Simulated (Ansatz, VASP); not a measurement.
## One calculation of Bi, two programs

```xyz
1
Lattice="0.0000 2.5161 2.5161 2.5161 0.0000 2.5161 2.5161 2.5161 0.0000" Properties=species:S:1:pos:R:3 pbc="T T T"
Bi    0.0000    0.0000    0.0000
```

Alike in both runs: functional PBE; k mesh 14 × 14 × 14; occupations fermi-dirac, width 0.08 eV; no spin polarisation.

Ansatz relaxed the structure, and its values are those at the end. VASP's run is a single point on that final structure, the one shown.

```csv
,VASP,Ansatz
version,VASP 6.6.1,Ansatz 0.2.0
potentials or method,"VASP PAW PBE potentials, release 64 (Bi_d)","PAW with Ansatz's default frozen-core files, scalar-relativistic"
plane-wave cutoff (eV),500,420
valence electrons in the cell,15,15
```

|  | VASP | Ansatz | Ansatz less VASP |
| --- | --- | --- | --- |
| pressure (GPa) | 0.0 | 0.0 | +0.05 |

Neither program's run includes spin-orbit coupling.
